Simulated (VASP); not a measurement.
# MnRuO2 (R-3m) in VASP: single point with r2SCAN

Aim: the single point of MnRuO2 with r2SCAN.

Everything below comes from runs of VASP 6.6.1. Logs are shortened: lines on timing, memory, paths and dates and some standing lists are left out, and cuts for length are marked.

## (1) The cell of the first run

It takes space group R-3m (No. 166, trigonal). The conventional cell has a = 2.941 Å, b = 2.941 Å, c = 14.680 Å, α = 90.00°, β = 90.00°, γ = 120.00°. O (site symmetry 3m) has 3 Mn at 1.91 Å and 3 Ru at 2.31 Å and 3 O at 2.45 Å within 2.5 Å. Within 3.1 Å of Ru (site symmetry -3m) lie 6 O at 2.31 Å and 6 Ru at 2.94 Å and 6 Mn at 2.98 Å. Within 2.5 Å of Mn (site symmetry -3m) lie 6 O at 1.91 Å.

## (2) Single point, r2SCAN

File POSCAR:

```
MnRuO2
1.0
    1.4703110000      2.5466480000      0.0000000000
   -1.4703110000      2.5466480000      0.0000000000
    0.0000000000     -1.6977660000      4.8933780000
O Ru Mn
2 1 1
Direct
    0.2268000000      0.2268000000      0.6804000000
    0.7732000000      0.7732000000      0.3196000000
    0.0000000000      0.0000000000      0.0000000000
    0.5000000000      0.5000000000      0.5000000000
```

File INCAR.step1:

```
PREC = Accurate
ENCUT = 660
ISMEAR = 1
SIGMA = 0.0878
LREAL = F
LASPH = T
NELM = 120
NBANDS = 28
GGA = PE
ALGO = Normal
EDIFF = 1E-5
LWAVE = T
LCHARG = F
GGA_COMPAT = F
```

File INCAR.step2:

```
PREC = Accurate
ENCUT = 660
EDIFF = 1E-6
ISMEAR = 1
SIGMA = 0.0878
LREAL = F
LASPH = T
NELM = 120
ALGO = Normal
ISIF = 2
LWAVE = F
LCHARG = T
METAGGA = R2SCAN
LMIXTAU = T
LELF = T
LVHAR = T
NBANDS = 28
ISTART = 1
GGA_COMPAT = F
```

File KPOINTS:

```
regular mesh
0
Gamma
  10 10 10
```

Potentials or basis: VASP PAW PBE potentials, release 64 (O, Ru_pv, Mn_pv).

Run with:

```console
cat potpaw_PBE.64/O/POTCAR potpaw_PBE.64/Ru_pv/POTCAR potpaw_PBE.64/Mn_pv/POTCAR > POTCAR
cp INCAR.step1 INCAR
mpirun -np 1 vasp_std > vasp.out
cp INCAR.step2 INCAR
mpirun -np 1 vasp_std > vasp.out
```

OUTCAR:

```text
PREC = Accurate
   ENCUT = 660
   EDIFF = 1E-6
   ISMEAR = 1
   LREAL = F
   LASPH = T
   NELM = 120
   ISIF = 2
   METAGGA = R2SCAN
   ISTART = 1

 ion  position               nearest neighbor table
   1  0.227  0.227  0.680-   4 1.91   4 1.91   4 1.91   3 2.31   3 2.31   3 2.31
   2  0.773  0.773  0.320-   4 1.91   4 1.91   4 1.91   3 2.31   3 2.31   3 2.31
   3  0.000  0.000  0.000-   1 2.31   2 2.31   2 2.31   2 2.31   1 2.31   1 2.31   4 2.98   4 2.98
                             4 2.98   4 2.98   4 2.98   4 2.98
   4  0.500  0.500  0.500-   1 1.91   2 1.91   1 1.91   1 1.91   2 1.91   2 1.91   3 2.98   3 2.98
                             3 2.98   3 2.98   3 2.98   3 2.98

  LATTYP: Found a trigonal (rhomboedric) cell.
 ALAT       =     5.1795331196
 COS(alpha) =     0.8388363185

  Lattice vectors:

 A1 = (   1.4703110000,   0.8488820000,   4.8933780000)
 A2 = (  -1.4703110000,   0.8488820000,   4.8933780000)
 A3 = (   0.0000000000,  -1.6977660000,   4.8933780000)

Analysis of symmetry for initial positions (statically):
=====================================================================
 Subroutine PRICEL returns:
 Original cell was already a primitive cell.

 Routine SETGRP: Setting up the symmetry group for a
 trigonal (rhombohedral) supercell.

 Subroutine GETGRP returns: Found 12 space group operations
 (whereof 12 operations were pure point group operations)
 out of a pool of 12 trial point group operations.

The static configuration has the point symmetry D_3d.

Analysis of symmetry for dynamics (positions and initial velocities):
=====================================================================
 Subroutine PRICEL returns:
 Original cell was already a primitive cell.

 Routine SETGRP: Setting up the symmetry group for a
 trigonal (rhombohedral) supercell.

 Subroutine GETGRP returns: Found 12 space group operations
 (whereof 12 operations were pure point group operations)
 out of a pool of 12 trial point group operations.

The dynamic configuration has the point symmetry D_3d.

 Subroutine INISYM returns: Found 12 space group operations
 (whereof 12 operations are pure point group operations),
 and found     1 'primitive' translations

----------------------------------------------------------------------------------------

                                     Primitive cell

  volume of cell :      36.6452

  direct lattice vectors                    reciprocal lattice vectors
     1.470311000  2.546648000  0.000000000     0.340064109  0.196336518  0.068119296
    -1.470311000  2.546648000  0.000000000    -0.340064109  0.196336518  0.068119296
     0.000000000 -1.697766000  4.893378000     0.000000000  0.000000000  0.204357808

  length of vectors
     2.940617362  2.940617362  5.179532570     0.398537156  0.398537156  0.204357808

  position of ions in fractional coordinates (direct lattice)
     0.226800000  0.226800000  0.680400000
     0.773200000  0.773200000  0.319600000
     0.000000000  0.000000000  0.000000000
     0.500000000  0.500000000  0.500000000

  ion indices of the primitive-cell ions
   primitive index   ion index
                 1           1
                 2           2
                 3           3
                 4           4

----------------------------------------------------------------------------------------

 KPOINTS: regular mesh

Automatic generation of k-mesh.
 Grid dimensions read from file:
 generate k-points for:   10   10   10

 Generating k-lattice:

  Cartesian coordinates                     Fractional coordinates (reciprocal lattice)
     0.034006411  0.019633652  0.006811930     0.100000000  0.000000000 -0.000000000
    -0.034006411  0.019633652  0.006811930     0.000000000  0.100000000 -0.000000000
     0.000000000  0.000000000  0.020435781     0.000000000  0.000000000  0.100000000

  Length of vectors
     0.039853716  0.039853716  0.020435781

  Shift w.r.t. Gamma in fractional coordinates (k-lattice)
     0.000000000  0.000000000  0.000000000

 Subroutine IBZKPT returns following result:
 ===========================================

 Found    116 irreducible k-points:

 Following reciprocal coordinates:
            Coordinates               Weight
  0.000000  0.000000  0.000000      1.000000
  0.100000 -0.000000  0.000000      6.000000
  0.200000 -0.000000  0.000000      6.000000
  0.300000 -0.000000 -0.000000      6.000000
  0.400000 -0.000000  0.000000      6.000000
  0.500000 -0.000000  0.000000      3.000000
[... 16 lines left out ...]
  0.300000  0.300000  0.000000      6.000000
  0.400000  0.300000 -0.000000     12.000000
 [... further k-points ...]
   k-points           NKPTS =    116   k-points in BZ     NKDIM =    116   number of bands    NBANDS=     28
   number of dos      NEDOS =    301   number of ions     NIONS =      4
   total plane-waves  NPLWV =  37632
   dimension x,y,z NGX =    28 NGY =   28 NGZ =   48
   dimension x,y,z NGXF=    56 NGYF=   56 NGZF=   96
   ions per type =               2   1   1
   NGX,Y,Z   is equivalent  to a cutoff of  15.83, 15.83, 15.41 a.u.
   NGXF,Y,Z  is equivalent  to a cutoff of  31.66, 31.66, 30.81 a.u.
 SYSTEM =  unknown system
   PREC   = accura    normal or accurate (medium, high low for compatibility)
   ISTART =      1    job   : 0-new  1-cont  2-samecut
   ICHARG =      0    charge: 1-file 2-atom 10-const
   ISPIN  =      1    spin polarized calculation?
   LNONCOLLINEAR =      F non collinear calculations
   LSORBIT =      F    spin-orbit coupling
   LASPH  =      T    aspherical Exc in radial PAW
   ENCUT  =  660.0 eV  48.51 Ry    6.96 a.u.   6.16  6.16 10.85*2*pi/ulx,y,z
   NELM   =    120;   NELMIN=  2; NELMDL=  0     # of ELM steps
   EDIFF  = 0.1E-05   stopping-criterion for ELM
   LREAL  =      F    real-space projection
   EDIFFG = 0.1E-04   stopping-criterion for IOM
   NSW    =      0    number of steps for IOM
   IBRION =     -1    ionic relax: 0-MD 1-quasi-New 2-CG
   NFREE  =      0    steps in history (QN), initial steepest desc. (CG)
   ISIF   =      2    stress and relaxation
   ISYM   =      2    0-nonsym 1-usesym 2-fastsym
   POTIM  = 0.5000    time-step for ionic-motion
   TEBEG  =    0.0;   TEEND  =   0.0 temperature during run
   PSTRESS=    0.0 pullay stress
   NELECT =      39.0000    total number of electrons
   NUPDOWN=      -1.0000    fix difference up-down
   EMIN   =  10.00;   EMAX   =-10.00  energy-range for DOS
   EFERMI =   0.00;   METHOD = LEGACY
   ISMEAR =     1;   SIGMA  =   0.09  broadening in eV -4-tet -1-fermi 0-gaus
   EFERMI_NEDOS =   21; number of points for ismear=-14 and -15
   IALGO  =     38    algorithm
   IMIX   =      4    mixing-type and parameters
     AMIX     =   0.40;   BMIX     =  1.00
     AMIX_MAG =   1.60;   BMIX_MAG =  1.00
  volume/ion in A,a.u.               =       9.16        61.82
  Fermi-wavevector in a.u.,A,eV,Ry     =   1.671440  3.158563 38.010745  2.793711
  Thomas-Fermi vector in A             =   2.756762
   LORBIT       =      0    0 simple, 1 ext, 2 COOP (PROOUT), +10 PAW based schemes
   METAGGA = R2SCAN    functional components
   LHFCALC =     F    Hartree Fock is set to
   AEXX    =    0.0000 exact exchange contribution
   IVDW    =     0    specifies the selected vdW correction
   LEPSILON=     F    determine dielectric tensor
   LRPA    =     F    only Hartree local field effects (RPA)
 non-spin polarized calculation
 Methfessel and Paxton  Order N= 1 SIGMA  =   0.09
  energy-cutoff  :      660.00
  volume of cell :       36.65
 maximum number of plane-waves:      1428
 NGX is ok and might be reduce to    28
   NGX = 13   NGY = 13   NGZ = 21

 number of electron      38.9999999 magnetization

 Free energy of the ion-electron system (eV)
  ---------------------------------------------------
  ext. energy  EPLUGINS =         0.00000000
  ---------------------------------------------------
  free energy    TOTEN  =       -52.40280663 eV

  energy without entropy =      -52.40355136  energy(sigma->0) =      -52.40305488

 E-fermi :  10.9541     XC(G=0): -14.4701

 val. band max:       10.9472544188   @ k =   0.5000   0.1000   0.1000
 cond. band min:      10.9575571112   @ k =   0.0000   0.0000   0.5000
 fundamental gap:      0.0103026925
 Fermi energy:        10.9541228732

 k-point     1 :       0.0000    0.0000    0.0000
  band No.  band energies     occupation
      1     -39.1994      2.00000
      2     -38.9529      2.00000
      3     -38.9526      2.00000
      4     -33.3512      2.00000
      5     -33.1810      2.00000
      6     -33.1810      2.00000
[... 20 lines left out ...]
     27      20.6125      0.00000
     28      24.1379      0.00000

 k-point     2 :       0.1000   -0.0000    0.0000
  band No.  band energies     occupation
      1     -39.1965      2.00000
      2     -38.9681      2.00000
      3     -38.9560      2.00000
      4     -33.3458      2.00000
      5     -33.2160      2.00000
      6     -33.1893      2.00000
[... 20 lines left out ...]
     27      20.6125      0.00000
     28      24.0542      0.00000

 k-point     3 :       0.2000   -0.0000    0.0000
  band No.  band energies     occupation
      1     -39.1890      2.00000
      2     -39.0078      2.00000
      3     -38.9645      2.00000
      4     -33.3316      2.00000
      5     -33.3069      2.00000
      6     -33.2109      2.00000
[... 20 lines left out ...]
     27      20.6125      0.00000
     28      23.8933      0.00000

 k-point     4 :       0.3000   -0.0000   -0.0000
  band No.  band energies     occupation
      1     -39.1798      2.00000
      2     -39.0564      2.00000
      3     -38.9751      2.00000
      4     -33.4179      2.00000
      5     -33.3138      2.00000
      6     -33.2374      2.00000
[... 578 lines left out ...]
     27      21.5083      0.00000
     28      22.7542      0.00000

 k-point    23 :       0.3000    0.3000    0.0000
  band No.  band energies     occupation
      1     -39.1800      2.00000
      2     -39.0565      2.00000
      3     -38.9754      2.00000
      4     -33.4175      2.00000
      5     -33.3136      2.00000
      6     -33.2373      2.00000
[... 20 lines left out ...]
     27      20.7934      0.00000
     28      22.7877      0.00000

 k-point    24 :       0.4000    0.3000   -0.0000
  band No.  band energies     occupation
      1     -39.1750      2.00000
      2     -39.0769      2.00000
      3     -38.9881      2.00000
      4     -33.4637      2.00000
      5     -33.3034      2.00000
      6     -33.2673      2.00000
[... 20 lines left out ...]
     27      21.5887      0.00000
     28      21.8638      0.00000

 [... further k-points ...]

------------------------ aborting loop because EDIFF is reached ----------------------------------------

  FORCE on cell =-STRESS in cart. coord.  units (eV):
  Direction    XX          YY          ZZ          XY          YZ          ZX
  --------------------------------------------------------------------------------------
  -------------------------------------------------------------------------------------
  Total        3.5467996      3.5467847      4.4284470      0.0000000     -0.0000006     -0.0000000
  in kB      155.0709131    155.0702610    193.6177378      0.0000000     -0.0000264     -0.0000000
  external PRESSURE =     167.9196373 kB  Pullay stress =       0.0000000 kB

 VOLUME and BASIS-vectors are now :
 -----------------------------------------------------------------------------
  energy-cutoff  :      660.00
  volume of cell :       36.65
      direct lattice vectors                 reciprocal lattice vectors
     1.470311000  2.546648000  0.000000000     0.340064109  0.196336518  0.068119296
    -1.470311000  2.546648000  0.000000000    -0.340064109  0.196336518  0.068119296
     0.000000000 -1.697766000  4.893378000     0.000000000  0.000000000  0.204357808

 POSITION                                       TOTAL-FORCE (eV/Angst)
 -----------------------------------------------------------------------------------
      0.00000     -0.00000      3.32945         0.000000     -0.000000      1.138357
      0.00000      3.39553      1.56392         0.000000      0.000000     -1.138357
      0.00000      0.00000      0.00000         0.000000     -0.000000      0.000000
      0.00000      1.69776      2.44669         0.000000     -0.000000      0.000000
 -----------------------------------------------------------------------------------
    total drift:                               -0.000000     -0.000000      0.000000

  FREE ENERGIE OF THE ION-ELECTRON SYSTEM (eV)
  ---------------------------------------------------
  free  energy   TOTEN  =       -52.4028066311 eV

  energy  without entropy=      -52.4035513633  energy(sigma->0) =      -52.40305488
```

It took 22 min on 1 thread of AMD EPYC 7R43 (Zen 3), shared host; peak memory 0.29 GiB.

Results:

| Quantity | Value |
| --- | --- |
| Free energy | -52.4028 eV |
| Pressure | 16.8 GPa |
| Largest force | 1.138 eV/Å |
| Band gap on the k mesh | zero (an odd number of electrons rules out a gap without spin polarisation) |

Forces on the atoms (eV/Å):
```
O    0.000  0.000  1.138
O    0.000  0.000 -1.138
Ru   0.000  0.000  0.000
Mn   0.000  0.000  0.000
```

Caveat: the cell stands under pressure; an empty level that is flat over the whole mesh can mark a ghost state of the potentials, or a narrow d or f band; the PAW data sets were made with another functional, which shifts forces and pressure a little; an odd number of electrons without spin polarisation forces a metal; a magnetic or distorted state may lie lower; the run has no spin polarisation, though such a crystal can be magnetic; semilocal functionals often make such compounds metallic where correlation or magnetic order opens a gap, which also shifts bond lengths.
